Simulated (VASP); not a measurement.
# Nb (P6_3/mmc) in VASP: a series of runs

The runs below take Nb through single point, with LDA.

All numbers are computed with VASP 6.6.1; they aren't measurements. Logs are shortened: lines on timing, memory, paths and dates and some standing lists are left out, and cuts for length are marked.

## (1) The cell of the first run

It takes space group P6_3/mmc (No. 194, hexagonal). Conventional cell: a = 2.812 Å, b = 2.812 Å, c = 5.161 Å, α = 90.00°, β = 90.00°, γ = 120.00°. Nb (site symmetry -6m2) has 12 Nb at 2.81 to 3.05 Å within 3.7 Å.

This isn't the form of Nb at room conditions, which is bcc.

## (2) Single point, LDA

INCAR

```
SYSTEM = Nb
ALGO     = Normal         ! electronic algorithm
EDIFF    = 1E-6           ! SCF threshold, eV
ENCUT    = 520            ! plane-wave cutoff, eV
ISIF     = 2              ! what is computed and relaxed
ISMEAR   = -1             ! smearing method
LASPH    = .TRUE.         ! aspherical terms in the spheres
LCHARG   = .TRUE.         ! write CHGCAR
LELF     = .TRUE.         ! ELF
LREAL    = .FALSE.        ! projectors in reciprocal space
LVHAR    = .TRUE.       
LWAVE    = .FALSE.        ! write WAVECAR
NBANDS   = 20             ! bands
NELM     = 100            ! most SCF steps
PREC     = Accurate       ! precision mode
SIGMA    = 0.1            ! smearing width, eV
```

KPOINTS

```
k-points
0
G
  12 12 7
  0 0 0
```

POSCAR

```
Nb
1.0
    2.8115133476      0.0000000000      0.0000000000
   -1.4057566738      2.4348419821      0.0000000000
    0.0000000000      0.0000000000      5.1605212367
Nb
2
Direct
    0.3333333333      0.6666666667      0.2500000000
    0.6666666667      0.3333333333      0.7500000000
```

Potentials or basis: VASP PAW LDA potentials, release 64 (Nb_sv).

Started as:

```
$ cat potpaw_LDA.64/Nb_sv/POTCAR > POTCAR
$ mpirun -np 1 vasp_std > vasp.out
```

OUTCAR:

```text
SYSTEM = Nb
   EDIFF = 1E-6
   ENCUT = 520
   ISIF = 2
   ISMEAR = -1
   LASPH = .TRUE.
   LREAL = .FALSE.
   NELM = 100
   PREC = Accurate

 ion  position               nearest neighbor table
   1  0.333  0.667  0.250-
   2  0.667  0.333  0.750-

  LATTYP: Found a hexagonal cell.
 ALAT       =     2.8115133476
 C/A-ratio  =     1.8354959051

  Lattice vectors:

 A1 = (   2.8115133476,   0.0000000000,   0.0000000000)
 A2 = (  -1.4057566738,   2.4348419821,   0.0000000000)
 A3 = (   0.0000000000,   0.0000000000,   5.1605212367)

Analysis of symmetry for initial positions (statically):
=====================================================================
 Subroutine PRICEL returns:
 Original cell was already a primitive cell.

 Routine SETGRP: Setting up the symmetry group for a
 hexagonal supercell.

 Subroutine GETGRP returns: Found 24 space group operations
 (whereof 12 operations were pure point group operations)
 out of a pool of 24 trial point group operations.

The static configuration has the point symmetry D_3d.
 The point group associated with its full space group is D_6h.

Analysis of symmetry for dynamics (positions and initial velocities):
=====================================================================
 Subroutine PRICEL returns:
 Original cell was already a primitive cell.

 Routine SETGRP: Setting up the symmetry group for a
 hexagonal supercell.

 Subroutine GETGRP returns: Found 24 space group operations
 (whereof 12 operations were pure point group operations)
 out of a pool of 24 trial point group operations.

The dynamic configuration has the point symmetry D_3d.
 The point group associated with its full space group is D_6h.

 Subroutine INISYM returns: Found 24 space group operations
 (whereof 12 operations are pure point group operations),
 and found     1 'primitive' translations

----------------------------------------------------------------------------------------

                                     Primitive cell

  volume of cell :      35.3268

  direct lattice vectors                    reciprocal lattice vectors
     2.811513348  0.000000000  0.000000000     0.355680332  0.205352135  0.000000000
    -1.405756674  2.434841982  0.000000000     0.000000000  0.410704270  0.000000000
     0.000000000  0.000000000  5.160521237     0.000000000  0.000000000  0.193778875

  length of vectors
     2.811513348  2.811513348  5.160521237     0.410704270  0.410704270  0.193778875

  position of ions in fractional coordinates (direct lattice)
     0.333333333  0.666666667  0.250000000
     0.666666667  0.333333333  0.750000000

  ion indices of the primitive-cell ions
   primitive index   ion index
                 1           1
                 2           2

----------------------------------------------------------------------------------------

 KPOINTS: k-points

Automatic generation of k-mesh.
 Grid dimensions read from file:
 generate k-points for:   12   12    7

 Generating k-lattice:

  Cartesian coordinates                     Fractional coordinates (reciprocal lattice)
     0.029640028  0.017112678  0.000000000     0.083333333  0.000000000  0.000000000
     0.000000000  0.034225356  0.000000000     0.000000000  0.083333333  0.000000000
     0.000000000  0.000000000  0.027682696     0.000000000  0.000000000  0.142857143

  Length of vectors
     0.034225356  0.034225356  0.027682696

  Shift w.r.t. Gamma in fractional coordinates (k-lattice)
     0.000000000  0.000000000  0.000000000

 Subroutine IBZKPT returns following result:
 ===========================================

 Found     76 irreducible k-points:

 Following reciprocal coordinates:
            Coordinates               Weight
  0.000000  0.000000  0.000000      1.000000
  0.083333  0.000000  0.000000      6.000000
  0.166667 -0.000000  0.000000      6.000000
  0.250000  0.000000  0.000000      6.000000
  0.333333 -0.000000  0.000000      6.000000
  0.416667  0.000000  0.000000      6.000000
[... 16 lines left out ...]
  0.250000  0.000000  0.142857     12.000000
  0.333333 -0.000000  0.142857     12.000000
 [... further k-points ...]
   k-points           NKPTS =     76   k-points in BZ     NKDIM =     76   number of bands    NBANDS=     20
   number of dos      NEDOS =    301   number of ions     NIONS =      2
   total plane-waves  NPLWV =  23040
   dimension x,y,z NGX =    24 NGY =   24 NGZ =   40
   dimension x,y,z NGXF=    48 NGYF=   48 NGZF=   80
   ions per type =               2
   NGX,Y,Z   is equivalent  to a cutoff of  14.19, 14.19, 12.89 a.u.
   NGXF,Y,Z  is equivalent  to a cutoff of  28.38, 28.38, 25.77 a.u.
 SYSTEM =  Nb
   PREC   = accura    normal or accurate (medium, high low for compatibility)
   ISTART =      0    job   : 0-new  1-cont  2-samecut
   ICHARG =      2    charge: 1-file 2-atom 10-const
   ISPIN  =      1    spin polarized calculation?
   LNONCOLLINEAR =      F non collinear calculations
   LSORBIT =      F    spin-orbit coupling
   LASPH  =      T    aspherical Exc in radial PAW
   ENCUT  =  520.0 eV  38.22 Ry    6.18 a.u.   5.23  5.23  9.60*2*pi/ulx,y,z
   NELM   =    100;   NELMIN=  2; NELMDL= -5     # of ELM steps
   EDIFF  = 0.1E-05   stopping-criterion for ELM
   LREAL  =      F    real-space projection
   EDIFFG = 0.1E-04   stopping-criterion for IOM
   NSW    =      0    number of steps for IOM
   IBRION =     -1    ionic relax: 0-MD 1-quasi-New 2-CG
   NFREE  =      0    steps in history (QN), initial steepest desc. (CG)
   ISIF   =      2    stress and relaxation
   ISYM   =      2    0-nonsym 1-usesym 2-fastsym
   POTIM  = 0.5000    time-step for ionic-motion
   TEBEG  =    0.0;   TEEND  =   0.0 temperature during run
   PSTRESS=    0.0 pullay stress
   NELECT =      26.0000    total number of electrons
   NUPDOWN=      -1.0000    fix difference up-down
   EMIN   =  10.00;   EMAX   =-10.00  energy-range for DOS
   EFERMI =   0.00;   METHOD = LEGACY
   ISMEAR =    -1;   SIGMA  =   0.10  broadening in eV -4-tet -1-fermi 0-gaus
   EFERMI_NEDOS =   21; number of points for ismear=-14 and -15
   IALGO  =     38    algorithm
   IMIX   =      4    mixing-type and parameters
     AMIX     =   0.40;   BMIX     =  1.00
     AMIX_MAG =   1.60;   BMIX_MAG =  1.00
  volume/ion in A,a.u.               =      17.66       119.20
  Fermi-wavevector in a.u.,A,eV,Ry     =   1.478079  2.793165 29.724905  2.184719
  Thomas-Fermi vector in A             =   2.592405
   LORBIT       =      0    0 simple, 1 ext, 2 COOP (PROOUT), +10 PAW based schemes
   GGA     = CA    functional components
   LHFCALC =     F    Hartree Fock is set to
   AEXX    =    0.0000 exact exchange contribution
   IVDW    =     0    specifies the selected vdW correction
   LEPSILON=     F    determine dielectric tensor
   LRPA    =     F    only Hartree local field effects (RPA)
 non-spin polarized calculation
  energy-cutoff  :      520.00
  volume of cell :       35.33
 maximum number of plane-waves:       965
 NGX is ok and might be reduce to    24
   NGX = 11   NGY = 11   NGZ = 19

 number of electron      26.0000000 magnetization

 Free energy of the ion-electron system (eV)
  ---------------------------------------------------
  ext. energy  EPLUGINS =         0.00000000
  ---------------------------------------------------
  free energy    TOTEN  =       -21.91928143 eV

  energy without entropy =      -21.83400840  energy(sigma->0) =      -21.87664491

 E-fermi :  11.6265     XC(G=0): -12.7984

 val. band max:       11.6105620579   @ k =   0.0833   0.0000   0.2857
 cond. band min:      11.6311636420   @ k =   0.1667   0.1667   0.0000
 fundamental gap:      0.0206015841
 Fermi energy:        11.6265146683

 k-point     1 :       0.0000    0.0000    0.0000
  band No.  band energies     occupation
      1     -42.7658      2.00000
      2     -42.6090      2.00000
      3     -19.5000      2.00000
      4     -18.3898      2.00000
      5     -18.1213      2.00000
      6     -18.1213      2.00000
[... 12 lines left out ...]
     19      16.1531      0.00000
     20      16.1531      0.00000

 k-point     2 :       0.0833    0.0000    0.0000
  band No.  band energies     occupation
      1     -42.7465      2.00000
      2     -42.5942      2.00000
      3     -19.4673      2.00000
      4     -18.3902      2.00000
      5     -18.2330      2.00000
      6     -18.1504      2.00000
[... 12 lines left out ...]
     19      16.2327      0.00000
     20      16.8356      0.00000

 k-point     3 :       0.1667   -0.0000    0.0000
  band No.  band energies     occupation
      1     -42.6929      2.00000
      2     -42.5540      2.00000
      3     -19.3744      2.00000
      4     -18.5336      2.00000
      5     -18.4354      2.00000
      6     -18.3943      2.00000
[... 12 lines left out ...]
     19      16.3531      0.00000
     20      18.1735      0.00000

 k-point     4 :       0.2500    0.0000    0.0000
  band No.  band energies     occupation
      1     -42.6175      2.00000
      2     -42.4998      2.00000
      3     -19.2368      2.00000
      4     -18.9341      2.00000
      5     -18.8230      2.00000
      6     -18.4092      2.00000
[... 12 lines left out ...]
     19      16.4023      0.00000
     20      19.6029      0.00000

 k-point     5 :       0.3333   -0.0000    0.0000
  band No.  band energies     occupation
      1     -42.5384      2.00000
      2     -42.4475      2.00000
      3     -19.3222      2.00000
      4     -19.1928      2.00000
      5     -19.0792      2.00000
      6     -18.4427      2.00000
[... 12 lines left out ...]
     19      16.3849      0.00000
     20      20.7009      0.00000
[... 353 lines left out ...]
      6     -18.1452      2.00000
[... 12 lines left out ...]
     19      16.1802      0.00000
     20      16.6412      0.00000

 k-point    22 :       0.1667   -0.0000    0.1429
  band No.  band energies     occupation
      1     -42.6861      2.00000
      2     -42.5610      2.00000
      3     -19.3326      2.00000
      4     -18.5327      2.00000
      5     -18.4963      2.00000
      6     -18.3804      2.00000
[... 12 lines left out ...]
     19      16.2597      0.00000
     20      17.6579      0.00000

 k-point    23 :       0.2500    0.0000    0.1429
  band No.  band energies     occupation
      1     -42.6117      2.00000
      2     -42.5057      2.00000
      3     -19.2195      2.00000
      4     -18.9138      2.00000
      5     -18.8385      2.00000
      6     -18.4330      2.00000
[... 12 lines left out ...]
     19      16.2788      0.00000
     20      18.6157      0.00000

 k-point    24 :       0.3333   -0.0000    0.1429
  band No.  band energies     occupation
      1     -42.5339      2.00000
      2     -42.4520      2.00000
      3     -19.3447      2.00000
      4     -19.2188      2.00000
      5     -19.0122      2.00000
      6     -18.4604      2.00000
[... 12 lines left out ...]
     19      16.3472      0.00000
     20      19.2259      0.00000

 [... further k-points ...]

------------------------ aborting loop because EDIFF is reached ----------------------------------------

  FORCE on cell =-STRESS in cart. coord.  units (eV):
  Direction    XX          YY          ZZ          XY          YZ          ZX
  --------------------------------------------------------------------------------------
  -------------------------------------------------------------------------------------
  Total       -0.0220191     -0.0220191     -0.0206906      0.0000000      0.0000000      0.0000000
  in kB       -0.9986340     -0.9986340     -0.9383808      0.0000000      0.0000000      0.0000000
  external PRESSURE =      -0.9785496 kB  Pullay stress =       0.0000000 kB

 VOLUME and BASIS-vectors are now :
 -----------------------------------------------------------------------------
  energy-cutoff  :      520.00
  volume of cell :       35.33
      direct lattice vectors                 reciprocal lattice vectors
     2.811513348  0.000000000  0.000000000     0.355680332  0.205352135  0.000000000
    -1.405756674  2.434841982  0.000000000     0.000000000  0.410704270  0.000000000
     0.000000000  0.000000000  5.160521237     0.000000000  0.000000000  0.193778875

 POSITION                                       TOTAL-FORCE (eV/Angst)
 -----------------------------------------------------------------------------------
     -0.00000      1.62323      1.29013         0.000000     -0.000000      0.000000
      1.40576      0.81161      3.87039        -0.000000      0.000000      0.000000
 -----------------------------------------------------------------------------------
    total drift:                               -0.000000      0.000000     -0.000000

  FREE ENERGIE OF THE ION-ELECTRON SYSTEM (eV)
  ---------------------------------------------------
  free  energy   TOTEN  =       -21.9192814302 eV

  energy  without entropy=      -21.8340083990  energy(sigma->0) =      -21.87664491
```

Wall time 59 s (1 thread of Intel Xeon 8259CL, shared host); peak memory 0.17 GiB.

What came out:

| Property | Result |
| --- | --- |
| Free energy | -21.9193 eV |
| Pressure | -0.1 GPa |
| Band gap on the k mesh | zero (bands 13 and 14 overlap by 2.53 eV) |

## (3) Single point, LDA (15.54 Å³/atom)

This run uses another cell than the first one, of 15.54 Å³/atom.

INCAR

```
ALGO = Normal
EDIFF = 1E-6
ENCUT = 520
ISIF = 2
ISMEAR = -1
LASPH = True
LCHARG = True
LELF = True
LREAL = False
LVHAR = True
LWAVE = False
NBANDS = 20
NELM = 100
PREC = Accurate
SIGMA = 0.1
```

KPOINTS

```
k-points
0
Gamma
  14 14 7
```

POSCAR

```
Nb
1.0
    2.6942281764      0.0000000000      0.0000000000
   -1.3471140882      2.3332700444      0.0000000000
    0.0000000000      0.0000000000      4.9452447852
Nb
2
Direct
    0.3333333333      0.6666666667      0.2500000000
    0.6666666667      0.3333333333      0.7500000000
```

Potentials or basis: VASP PAW LDA potentials, release 64 (Nb_sv).

Started as:

```
$ cat potpaw_LDA.64/Nb_sv/POTCAR > POTCAR
$ mpirun -np 1 vasp_std > vasp.out
```

Wall time 81 s (1 thread of Intel Xeon 8259CL, shared host); peak memory 0.16 GiB.

The run converged. Its results:

```yaml
Free_energy: -21.5721 eV
Pressure: 29.0 GPa
Band_gap_on_the_k_mesh: zero (bands 13 and 14 overlap by 2.97 eV)
```

Stress tensor (GPa, compression positive):
```
29.61  0.00  0.00
 0.00 29.61  0.00
 0.00  0.00 27.93
```

Levels at points of the mesh, in eV from the Fermi level:
| k point | band 10 | band 11 | band 12 | band 13 | band 14 | band 15 | band 16 | band 17 |
| --- | --- | --- | --- | --- | --- | --- | --- | --- |
| (0.00, 0.00, 0.00) | -4.44 | -1.48 | 0.17 | 0.17 | 0.73 | 0.73 | 1.14 | 3.03 |
| (0.50, 0.00, 0.00) | -4.25 | -3.95 | -0.81 | 0.42 | 0.64 | 0.74 | 5.46 | 6.88 |

Caveat: the cell stands under pressure.

The gap in the log of VASP goes by the Fermi energy; the results here count the filled bands.